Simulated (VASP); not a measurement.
Write the native input for VASP 6.6.1 that does the following.

| Item | Value |
| --- | --- |
| Task | electric field gradients |
| Functional | LDA |
| Potentials or basis | VASP PAW LDA potentials, release 64 (B, Mg) |
| Cutoff | 520 eV |
| k mesh | 11 × 11 × 11 |
| Occupations | fermi-dirac, width 0.05 eV |
| Spin | collinear spin, ferromagnetic start |
| Starting moments | [1.0, 2.0] μB |
| Dipole correction | no |
| Further INCAR settings | ALGO = Normal; EDIFF = 1e-08; NBANDS = 14 |

The structure of MgB (CsCl type) lies in POSCAR:

```
MgB
1.0
    2.8930974391      0.0000000000      0.0000000000
    0.0000000000      2.8930974391      0.0000000000
    0.0000000000      0.0000000000      2.8930974391
B Mg
1 1
Direct
    0.0000000000      0.0000000000      0.0000000000
    0.5000000000      0.5000000000      0.5000000000
```

The input as run:

INCAR

```
PREC = Accurate ; ENCUT = 520
EDIFF = 1E-8 ; ISMEAR = -1
SIGMA = 0.05 ; LREAL = F
LASPH = T ; NELM = 150
ALGO = Normal ; ISIF = 2
LWAVE = F ; LCHARG = F
ISPIN = 2 ; MAGMOM = 1 2
LORBIT = 11 ; LEFG = T
NBANDS = 14
```

KPOINTS

```
regular mesh
0
Gamma
  11 11 11
```

Potentials or basis: VASP PAW LDA potentials, release 64 (B, Mg).

Launch:

```console
$ cat potpaw_LDA.64/B/POTCAR potpaw_LDA.64/Mg/POTCAR > POTCAR
$ mpirun -np 1 vasp_std > vasp.out
```

It gave:

The pressure is -5.8 GPa and the net moment is 0.00 μB per cell. The valence electrons inside the program's atomic spheres are B 1.59; Mg 0.42.

Caveat: without QUAD_EFG the Cq values of the log hold for a quadrupole moment of 1 mb, not for the nuclei.

It took 12 s on 1 thread of Intel(R) Xeon(R) 6975P-C (Granite Rapids), with other jobs on the host, peak memory 0.15 GiB.
